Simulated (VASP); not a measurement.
A run of VASP 6.6.1 is set up as follows.

The input INCAR:

```
  ALGO = Normal
  EDIFF = 1E-6
  ENCUT = 520
  GGA = PS
  ISIF = 2
  ISMEAR = -1
  LASPH = True
  LCHARG = False
  LREAL = False
  LWAVE = False
  NBANDS = 18
  NELM = 60
  PREC = Accurate
  SIGMA = 0.1
```

File KPOINTS:

```
k-points
0
Gamma
  13 13 7
```

The input POSCAR:

```
Cu
1.0
    2.4998479220      0.0000000000      0.0000000000
   -1.2499239561      2.1649318042      0.0000000000
    0.0000000000      0.0000000000      4.0569889027
Cu
2
Direct
    0.3333333333      0.6666666667      0.2500000000
    0.6666666667      0.3333333333      0.7500000000
```

Potentials or basis: VASP PAW PBE potentials, release 64 (Cu).

Run with:

```bash
$ cat potpaw_PBE.64/Cu/POTCAR > POTCAR
$ mpirun -np 1 vasp_std > vasp.out
```

**Question.** Estimate the band gap on the k mesh.

**Answer.** Zero (bands 11 and 12 overlap by 5.13 eV).

**Question.** Estimate the pressure.

**Answer.** 6.2 GPa.

Stress tensor (GPa, compression positive):
```
4.87 0.00 0.00
0.00 4.87 0.00
0.00 0.00 8.71
```

Caveat: the cell stands under pressure; the PAW data sets were made with another functional, which shifts forces and pressure a little.
